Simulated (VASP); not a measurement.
Set up this calculation in VASP 6.6.1, as the native input.

```
Task                   : single point
Functional             : r2SCAN
Potentials or basis    : VASP PAW PBE potentials, release 64 (Ga_d, As)
Cutoff                 : 520 eV
k mesh                 : 1 × 1 × 15
Occupations            : gaussian, width 0.05 eV
Spin                   : collinear spin
Starting moments       : [0.5, 0.5, 0.5, 0.5] μB
Dipole correction      : no
Further INCAR settings : ALGO = Normal; EDIFF = 1e-06; NBANDS = 30
```

System: GaAs, a wire with vacuum.

```
Ga As
1.0
    11.30000    0.00000    0.00000
     0.00000    9.30000    0.00000
     0.00000    0.00000    4.41653
Ga As
2 2
Cartesian
  4.4907 4.6500 0.0000
  6.8093 4.6500 2.2083
  4.4907 4.6500 2.2083
  6.8093 4.6500 0.0000
```

These files were run (other wordings do the same):

POSCAR

```
GaAs
1.0
   11.3000000000      0.0000000000      0.0000000000
    0.0000000000      9.3000000000      0.0000000000
    0.0000000000      0.0000000000      4.4165275310
Ga As
2 2
Direct
    0.3974036746      0.5000000000      0.0000000000
    0.6025963254      0.5000000000      0.5000000000
    0.3974036746      0.5000000000      0.5000000000
    0.6025963254      0.5000000000      0.0000000000
```

INCAR.step1

```
SYSTEM = GaAs
ALGO = Normal
EDIFF = 1E-4
ENCUT = 520
GGA = PE
ISMEAR = 0
ISPIN = 2
LASPH = .True.
LCHARG = .False.
LREAL = .False.
LWAVE = .True.
MAGMOM = 0.5 0.5 0.5 0.5
NBANDS = 30
NELM = 150
PREC = Accurate
SIGMA = 0.05
```

INCAR.step2

```
SYSTEM = GaAs
ALGO = Normal
EDIFF = 1E-6
ENCUT = 520
ISIF = 2
ISMEAR = 0
ISPIN = 2
ISTART = 1
LASPH = .True.
LCHARG = .False.
LMIXTAU = .True.
LORBIT = 11
LREAL = .False.
LWAVE = .False.
MAGMOM = 0.5 0.5 0.5 0.5
METAGGA = R2SCAN
NBANDS = 30
NELM = 150
PREC = Accurate
SIGMA = 0.05
```

KPOINTS

```
k-points
0
Gamma
  1 1 15
  0 0 0
```

Potentials or basis: VASP PAW PBE potentials, release 64 (Ga_d, As).

Run with:

```bash
$ cat potpaw_PBE.64/Ga_d/POTCAR potpaw_PBE.64/As/POTCAR > POTCAR
$ cp INCAR.step1 INCAR
$ mpirun -np 1 vasp_std > vasp.out
$ cp INCAR.step2 INCAR
$ mpirun -np 1 vasp_std > vasp.out
```

It gave:

```
Largest force                                         : 1.731 eV/Å
Band gap on the k mesh                                : 0.34 eV (least direct gap 0.66 eV)
Net moment                                            : 0.00 μB per cell
Valence electrons inside the program's atomic spheres : Ga 11.77; As 2.96
```

Caveat: semilocal functionals underestimate gaps, and a narrow one can read as zero; the PAW data sets were made with another functional, which shifts forces and pressure a little.

It took 15 min on 1 thread of Intel(R) Xeon(R) 6975P-C (Granite Rapids) (shared host), peak memory 0.82 GiB.
